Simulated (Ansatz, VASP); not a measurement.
**WS2: VASP beside Ansatz**

The input INCAR:

```
ALGO = Normal ; EDIFF = 1E-7
ENCUT = 520 ; GGA = PS
ISIF = 2 ; ISMEAR = 0
LASPH = T ; LCHARG = F
LREAL = F ; LWAVE = F
NBANDS = 20 ; NELM = 60
PREC = Accurate ; SIGMA = 0.05
```

The input KPOINTS:

```
k-points
0
Gamma
  12 12 2
```

File POSCAR:

```
WS2
1.0
    3.0671318192      0.0000000000      0.0000000000
   -1.5335659096      2.6562140722      0.0000000000
    0.0000000000      0.0000000000     16.5295855575
W S
1 2
Direct
    0.3333333333      0.6666666667      0.0000000000
    0.6666666667      0.3333333333      0.9075761491
    0.6666666667      0.3333333333      0.0924238509
```

Input for Ansatz:

```yaml
crystal:
  lattice:
    - [3.0671318192, 0.0, 0.0]
    - [-1.5335659096, 2.6562140722, 0.0]
    - [0.0, 0.0, 16.5295855575]
  atoms:
    - { symbol: W, position: [0.3333333333, 0.6666666667, 0.0] }
    - { symbol: S, position: [0.6666666667, 0.3333333333, 0.9075761491] }
    - { symbol: S, position: [0.6666666667, 0.3333333333, 0.0924238509] }
basis:
  ecutwfc: 420
kpoints:
  mp_grid: { grid: [12, 12, 2] }
hamiltonian:
  xc: pbesol
scf:
  occupations: { method: gaussian, width: 0.05 }
output:
  forces: true
  stress: true
  eigenvalues: true
```

Change from the starting cell: strain -0.025 along x and y, -0.025 along z, atoms carried along.

Alike in both runs: task single point; functional PBEsol; k mesh 12 × 12 × 2; occupations gaussian, width 0.05 eV; no spin polarisation.

|  | VASP | Ansatz |
| --- | --- | --- |
| version | VASP 6.6.1 | Ansatz 0.2.0 |
| potentials or method | VASP PAW PBE potentials, release 64 (W_sv, S), cutoff 520 eV | scalar-relativistic, plane waves, PAW |
| valence electrons in the cell | 26 | 26 |

```csv
,VASP,Ansatz,Ansatz less VASP
gap on the k mesh at the Fermi level (eV),2.14,2.13,-0.006
least direct gap on the mesh (eV),2.14,2.13,-0.006
rms of the force components (eV/Å),0.750,0.738,-0.0122
```

VASP's potentials were made for PBE, not for PBEsol. Atom by atom the forces differ by 0.012 eV/Å (rms over components).

Spin-orbit coupling is off throughout.
